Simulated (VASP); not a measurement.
# Zr4ZnPd (F-43m) in VASP: notebook

Zr4ZnPd is run at these levels: PBE; tasks: single point, relaxation of cell and atoms.

Everything below comes from runs of VASP 6.6.1. Logs are shortened: lines on timing, memory, paths and dates and some standing lists are left out, and cuts for length are marked.

### Step 1. The cell of the first run

Symmetry: F-43m, No. 216, cubic system. The conventional cell has a = 7.064 Å, b = 7.064 Å, c = 7.064 Å, α = 90.00°, β = 90.00°, γ = 90.00°. Zr (site symmetry 3m) has 6 Zr at 2.50 Å and 3 Zn at 2.93 Å and 3 Pd at 2.93 Å within 3.3 Å. Within 3.9 Å of Zn (site symmetry -43m) lie 12 Zr at 2.93 Å and 4 Pd at 3.06 Å. Within 3.9 Å of Pd (site symmetry -43m) lie 12 Zr at 2.93 Å and 4 Zn at 3.06 Å.

### Step 2. Single point, PBE

File INCAR:

```
PREC = Accurate
ENCUT = 520
EDIFF = 1E-6
ISMEAR = 0
SIGMA = 0.1
LREAL = F
LASPH = T
NELM = 60
ALGO = Normal
ISIF = 2
LWAVE = F
LCHARG = F
GGA = PE
NBANDS = 44
```

File KPOINTS:

```
Automatic mesh
0
Gamma
  4 4 4
```

File POSCAR:

```
Zr4ZnPd
1.0
    0.0000000000      3.5318705990      3.5318705990
    3.5318705990      0.0000000000      3.5318705990
    3.5318705990      3.5318705990      0.0000000000
Zr Zn Pd
4 1 1
Direct
    0.3750000000      0.8750000000      0.3750000000
    0.3750000000      0.3750000000      0.8750000000
    0.3750000000      0.3750000000      0.3750000000
    0.8750000000      0.3750000000      0.3750000000
    0.7500000000      0.7500000000      0.7500000000
    0.0000000000      0.0000000000      0.0000000000
```

Potentials or basis: VASP PAW PBE potentials, release 64 (Zr_sv, Zn, Pd).

Run with:

```bash
cat potpaw_PBE.64/Zr_sv/POTCAR potpaw_PBE.64/Zn/POTCAR potpaw_PBE.64/Pd/POTCAR > POTCAR
mpirun -np 1 vasp_std > vasp.out
```

OUTCAR:

```text
PREC = Accurate
   ENCUT = 520
   EDIFF = 1E-6
   ISMEAR = 0
   LREAL = F
   LASPH = T
   NELM = 60
   ISIF = 2
   GGA = PE

 ion  position               nearest neighbor table
   1  0.375  0.875  0.375-   3 2.50   2 2.50   2 2.50   3 2.50   4 2.50   4 2.50   5 2.93   6 2.93
                             5 2.93   6 2.93   6 2.93   5 2.93
   2  0.375  0.375  0.875-   3 2.50   1 2.50   3 2.50   4 2.50   1 2.50   4 2.50   6 2.93   5 2.93
                             6 2.93   5 2.93   6 2.93   5 2.93
   3  0.375  0.375  0.375-   1 2.50   2 2.50   4 2.50   2 2.50   1 2.50   4 2.50   6 2.93   5 2.93
                             6 2.93   5 2.93   6 2.93   5 2.93
   4  0.875  0.375  0.375-   3 2.50   2 2.50   1 2.50   1 2.50   2 2.50   3 2.50   5 2.93   6 2.93
                             5 2.93   5 2.93   6 2.93   6 2.93
   5  0.750  0.750  0.750-   3 2.93   2 2.93   3 2.93   2 2.93   3 2.93   4 2.93   1 2.93   1 2.93
                             4 2.93   1 2.93   2 2.93   4 2.93   6 3.06   6 3.06   6 3.06   6 3.06
   6  0.000  0.000  0.000-   3 2.93   2 2.93   4 2.93   1 2.93   1 2.93   4 2.93   2 2.93   3 2.93
                             4 2.93   1 2.93   2 2.93   3 2.93   5 3.06   5 3.06   5 3.06   5 3.06

  LATTYP: Found a face centered cubic cell.
 ALAT       =     7.0637411980

  Lattice vectors:

 A1 = (   0.0000000000,   3.5318705990,   3.5318705990)
 A2 = (   3.5318705990,   0.0000000000,   3.5318705990)
 A3 = (   3.5318705990,   3.5318705990,   0.0000000000)

Analysis of symmetry for initial positions (statically):
=====================================================================
 Subroutine PRICEL returns:
 Original cell was already a primitive cell.

 Routine SETGRP: Setting up the symmetry group for a
 face centered cubic supercell.

 Subroutine GETGRP returns: Found 24 space group operations
 (whereof 24 operations were pure point group operations)
 out of a pool of 48 trial point group operations.

The static configuration has the point symmetry T_d .

Analysis of symmetry for dynamics (positions and initial velocities):
=====================================================================
 Subroutine PRICEL returns:
 Original cell was already a primitive cell.

 Routine SETGRP: Setting up the symmetry group for a
 face centered cubic supercell.

 Subroutine GETGRP returns: Found 24 space group operations
 (whereof 24 operations were pure point group operations)
 out of a pool of 48 trial point group operations.

The dynamic configuration has the point symmetry T_d .

 Subroutine INISYM returns: Found 24 space group operations
 (whereof 24 operations are pure point group operations),
[... 85 lines left out ...]
   ENCUT  =  520.0 eV  38.22 Ry    6.18 a.u.   9.29  9.29  9.29*2*pi/ulx,y,z
   NELM   =     60;   NELMIN=  2; NELMDL= -5     # of ELM steps
   EDIFF  = 0.1E-05   stopping-criterion for ELM
   LREAL  =      F    real-space projection
[... 7 lines left out ...]
   TEBEG  =    0.0;   TEEND  =   0.0 temperature during run
   PSTRESS=    0.0 pullay stress
   NELECT =      70.0000    total number of electrons
   NUPDOWN=      -1.0000    fix difference up-down
   EMIN   =  10.00;   EMAX   =-10.00  energy-range for DOS
   EFERMI =   0.00;   METHOD = LEGACY
   ISMEAR =     0;   SIGMA  =   0.10  broadening in eV -4-tet -1-fermi 0-gaus
   EFERMI_NEDOS =   21; number of points for ismear=-14 and -15
   IALGO  =     38    algorithm
   IMIX   =      4    mixing-type and parameters
     AMIX     =   0.40;   BMIX     =  1.00
     AMIX_MAG =   1.60;   BMIX_MAG =  1.00
  volume/ion in A,a.u.               =      14.69        99.10
  Fermi-wavevector in a.u.,A,eV,Ry     =   1.516210  2.865222 31.278341  2.298893
  Thomas-Fermi vector in A             =   2.625630
   LORBIT       =      0    0 simple, 1 ext, 2 COOP (PROOUT), +10 PAW based schemes
   GGA     = PE    functional components
   LHFCALC =     F    Hartree Fock is set to
   AEXX    =    0.0000 exact exchange contribution
   IVDW    =     0    specifies the selected vdW correction
   LEPSILON=     F    determine dielectric tensor
   LRPA    =     F    only Hartree local field effects (RPA)
 non-spin polarized calculation
 Gauss-broadening in eV      SIGMA  =   0.10
  energy-cutoff  :      520.00
  volume of cell :       88.11
 maximum number of plane-waves:      2421
 NGX is ok and might be reduce to    40
   NGX = 19   NGY = 19   NGZ = 19

 number of electron      69.9999988 magnetization

 Free energy of the ion-electron system (eV)
  ---------------------------------------------------
  ext. energy  EPLUGINS =         0.00000000
  ---------------------------------------------------
  free energy    TOTEN  =       -33.48821657 eV

  energy without entropy =      -33.47464126  energy(sigma->0) =      -33.48142891

 E-fermi :  11.7777     XC(G=0): -13.0320

 val. band max:       11.7395985593   @ k =   0.2500   0.0000   0.0000
 cond. band min:      12.0158695636   @ k =   0.5000   0.0000   0.0000
 fundamental gap:      0.2762710043
 Fermi energy:        11.7776724258

 k-point     1 :       0.0000    0.0000    0.0000
  band No.  band energies     occupation
      1     -36.6258      2.00000
      2     -35.2942      2.00000
      3     -35.2942      2.00000
      4     -35.2942      2.00000
      5     -17.9124      2.00000
      6     -15.4980      2.00000
[... 365 lines left out ...]
     43      15.4270      0.00000
     44      15.7677      0.00000

------------------------ aborting loop because EDIFF is reached ----------------------------------------

  FORCE on cell =-STRESS in cart. coord.  units (eV):
  Direction    XX          YY          ZZ          XY          YZ          ZX
  --------------------------------------------------------------------------------------
  -------------------------------------------------------------------------------------
  Total       34.7767049     34.7767049     34.7767049     -0.0000000     -0.0000000     -0.0000000
  in kB      632.3458403    632.3458403    632.3458403     -0.0000000     -0.0000000     -0.0000000
  external PRESSURE =     632.3458403 kB  Pullay stress =       0.0000000 kB

 VOLUME and BASIS-vectors are now :
 -----------------------------------------------------------------------------
  energy-cutoff  :      520.00
  volume of cell :       88.11
      direct lattice vectors                 reciprocal lattice vectors
     0.000000000  3.531870599  3.531870599    -0.141568041  0.141568041  0.141568041
     3.531870599  0.000000000  3.531870599     0.141568041 -0.141568041  0.141568041
     3.531870599  3.531870599  0.000000000     0.141568041  0.141568041 -0.141568041

 POSITION                                       TOTAL-FORCE (eV/Angst)
 -----------------------------------------------------------------------------------
      4.41484      2.64890      4.41484        -0.031624      0.031624     -0.031624
      4.41484      4.41484      2.64890        -0.031624     -0.031624      0.031624
      2.64890      2.64890      2.64890         0.031624      0.031624      0.031624
      2.64890      4.41484      4.41484         0.031624     -0.031624     -0.031624
      5.29781      5.29781      5.29781        -0.000000     -0.000000     -0.000000
      0.00000      0.00000      0.00000        -0.000000     -0.000000     -0.000000
 -----------------------------------------------------------------------------------
    total drift:                               -0.000001     -0.000001     -0.000001

  FREE ENERGIE OF THE ION-ELECTRON SYSTEM (eV)
  ---------------------------------------------------
  free  energy   TOTEN  =       -33.4882165651 eV

  energy  without entropy=      -33.4746412645  energy(sigma->0) =      -33.48142891
```

OSZICAR:

```text
N       E                     dE             d eps       ncg     rms          rms(c)
DAV:   1     0.871861833614E+03    0.87186E+03   -0.34806E+04   704   0.185E+03
DAV:   2     0.599678905181E+02   -0.81189E+03   -0.79116E+03   748   0.526E+02
DAV:   3    -0.285806184456E+02   -0.88549E+02   -0.84895E+02  1000   0.156E+02
DAV:   4    -0.364391415458E+02   -0.78585E+01   -0.76924E+01  1040   0.367E+01
DAV:   5    -0.367337215572E+02   -0.29458E+00   -0.29392E+00   988   0.712E+00    0.547E+01
DAV:   6    -0.358326182996E+02    0.90110E+00   -0.45536E+01   828   0.538E+01    0.306E+01
DAV:   7    -0.336450392603E+02    0.21876E+01   -0.14921E+01   928   0.230E+01    0.181E+01
DAV:   8    -0.335358680712E+02    0.10917E+00   -0.14971E+00   928   0.857E+00    0.294E+00
DAV:   9    -0.334875394147E+02    0.48329E-01   -0.29023E-01   932   0.519E+00    0.149E+00
DAV:  10    -0.334911330439E+02   -0.35936E-02   -0.59462E-02   816   0.160E+00    0.516E-01
DAV:  11    -0.334883943677E+02    0.27387E-02   -0.11076E-02   816   0.686E-01    0.147E-01
DAV:  12    -0.334882145611E+02    0.17981E-03   -0.10088E-03   920   0.249E-01    0.787E-02
DAV:  13    -0.334882148741E+02   -0.31303E-06   -0.11938E-04   976   0.583E-02    0.965E-03
DAV:  14    -0.334882168758E+02   -0.20017E-05   -0.11253E-05   820   0.172E-02    0.698E-03
DAV:  15    -0.334882165651E+02    0.31075E-06   -0.27716E-06   612   0.112E-02
   1 F= -.33488217E+02 E0= -.33481429E+02  d E =-.135753E-01
```

Run time: 47 s. Hardware: 1 thread of Intel Xeon 8259CL, shared host; peak memory 0.25 GiB.

What came out:

| Quantity | Value |
| --- | --- |
| Free energy | -33.4882 eV |
| Pressure | 63.2 GPa |
| Band gap on the k mesh | zero (bands 35 and 36 overlap by 1.09 eV) |

Levels at points of the mesh, in eV from the Fermi level:
| k point | band 32 | band 33 | band 34 | band 35 | band 36 | band 37 | band 38 | band 39 |
| --- | --- | --- | --- | --- | --- | --- | --- | --- |
| (0.00, 0.00, 0.00) | -0.97 | -0.97 | -0.97 | -0.85 | -0.85 | 2.06 | 4.62 | 4.62 |
| (0.50, 0.00, 0.00) | -1.28 | -0.66 | -0.66 | 0.24 | 0.24 | 2.20 | 2.67 | 2.69 |
| (0.50, 0.50, 0.00) | -0.63 | -0.39 | -0.39 | -0.10 | 0.41 | 2.18 | 2.29 | 2.29 |

Caveat: the k points lie up to 0.39 Å⁻¹ apart, too coarse for converged energies and pressures of a metal.

### Step 3. Single point, PBE

This run uses another cell than the first one, of 20.85 Å³/atom.

File INCAR:

```
PREC = Accurate
ENCUT = 520
EDIFF = 1E-7
ISMEAR = 0
SIGMA = 0.1
LREAL = False
LASPH = True
NELM = 80
ALGO = Normal
ISIF = 2
LWAVE = False
LCHARG = False
GGA = PE
NBANDS = 44
```

File KPOINTS:

```
regular mesh
0
Gamma
  4 4 4
```

File POSCAR:

```
Zr4ZnPd
1.0
    0.0000000000      3.9696339830      3.9696339830
    3.9696339830      0.0000000000      3.9696339830
    3.9696339830      3.9696339830      0.0000000000
Zr Zn Pd
4 1 1
Direct
    0.3751435723      0.8745692830      0.3751435723
    0.3751435723      0.3751435723      0.8745692830
    0.3751435723      0.3751435723      0.3751435723
    0.8745692830      0.3751435723      0.3751435723
    0.7500000000      0.7500000000      0.7500000000
    0.0000000000      0.0000000000      0.0000000000
```

Potentials or basis: VASP PAW PBE potentials, release 64 (Zr_sv, Zn, Pd).

Run with:

```bash
cat potpaw_PBE.64/Zr_sv/POTCAR potpaw_PBE.64/Zn/POTCAR potpaw_PBE.64/Pd/POTCAR > POTCAR
mpirun -np 1 vasp_std > vasp.out
```

It took 68 s on 1 thread of Intel Xeon 8259CL, shared host; peak memory 0.27 GiB.

It converged, with:

```
Free energy            : -38.8549 eV
Pressure               : 0.2 GPa
Band gap on the k mesh : zero (bands 35 and 36 overlap by 0.61 eV)
```

Levels at points of the mesh, in eV from the Fermi level:
```
           k point  band 32  band 33  band 34  band 35  band 36  band 37  band 38  band 39
(0.00, 0.00, 0.00)    -0.88    -0.88    -0.88    -0.41    -0.41     1.08     2.90     2.90
(0.50, 0.00, 0.00)    -0.88    -0.38    -0.38     0.20     0.20     0.99     1.11     1.60
(0.50, 0.50, 0.00)    -0.82    -0.26    -0.26    -0.09     0.23     0.84     0.93     1.46
```

### Step 4. Relaxation of cell and atoms, PBE

File INCAR:

```
SYSTEM = Zr4ZnPd
PREC     = Accurate       ! precision mode
ENCUT    = 600            ! plane-wave cutoff, eV
EDIFF    = 1E-6           ! SCF threshold, eV
ISMEAR   = 0              ! smearing method
SIGMA    = 0.1            ! smearing width, eV
LREAL    = .False.        ! projectors in reciprocal space
LASPH    = .True.         ! aspherical terms in the spheres
NELM     = 60             ! most SCF steps
ALGO     = Fast           ! electronic algorithm
ISIF     = 3              ! what is computed and relaxed
LWAVE    = .False.        ! write WAVECAR
LCHARG   = .False.        ! write CHGCAR
GGA      = PE             ! functional
IBRION   = 2              ! ionic algorithm
NSW      = 90             ! ionic steps
EDIFFG   = -0.04          ! ionic threshold
```

File KPOINTS:

```
regular mesh
0
Gamma
  4 4 4
  0 0 0
```

File POSCAR:

```
Zr4ZnPd
1.0
    0.0000000000      3.5318705990      3.5318705990
    3.5318705990      0.0000000000      3.5318705990
    3.5318705990      3.5318705990      0.0000000000
Zr Zn Pd
4 1 1
Direct
    0.3750000000      0.8750000000      0.3750000000
    0.3750000000      0.3750000000      0.8750000000
    0.3750000000      0.3750000000      0.3750000000
    0.8750000000      0.3750000000      0.3750000000
    0.7500000000      0.7500000000      0.7500000000
    0.0000000000      0.0000000000      0.0000000000
```

Run with:

```bash
cat potpaw_PBE.64/Zr_sv/POTCAR potpaw_PBE.64/Zn/POTCAR potpaw_PBE.64/Pd/POTCAR > POTCAR
mpirun -np 1 vasp_std > vasp.out
```

It took 31 min on 1 thread of Intel Xeon 8259CL, shared host; peak memory 0.27 GiB.

It converged, with:

| Item | Value |
| --- | --- |
| Free energy | -38.8368 eV |
| Relaxed volume | 20.91 Å³/atom |
| Relaxed cell | a = 5.620 Å, b = 5.620 Å, c = 5.620 Å, α = 60.00°, β = 60.00°, γ = 60.00° |
| Space group after relaxing (to 0.1 Å) | F-43m (No. 216) |
| Pressure after relaxing | 0.0 GPa |
| Band gap on the k mesh | zero (bands 35 and 36 overlap by 0.61 eV) |

Final structure:
```
Zr Zn Pd
1.0
     0.00000    3.97368    3.97368
     3.97368    0.00000    3.97368
     3.97368    3.97368    0.00000
Zr Zn Pd
4 1 1
Direct
  0.37518 0.87447 0.37518
  0.37518 0.37518 0.87447
  0.37518 0.37518 0.37518
  0.87447 0.37518 0.37518
  0.75000 0.75000 0.75000
  0.00000 0.00000 0.00000
```

Levels at points of the mesh, in eV from the Fermi level:
```
           k point  band 32  band 33  band 34  band 35  band 36  band 37  band 38  band 39
(0.00, 0.00, 0.00)    -0.88    -0.88    -0.88    -0.41    -0.41     1.07     2.89     2.89
(0.50, 0.00, 0.00)    -0.87    -0.38    -0.38     0.20     0.20     0.98     1.10     1.59
(0.50, 0.50, 0.00)    -0.83    -0.26    -0.26    -0.09     0.22     0.84     0.92     1.45
```

Caveat: the k points lie up to 0.34 Å⁻¹ apart in the final cell, too coarse for converged energies and pressures of a metal; the volume moved by over 15 % at a fixed basis, so the end points are rough.

(Continued in part 2 of 2.)

The gap in the log of VASP goes by the Fermi energy; the results here count the filled bands.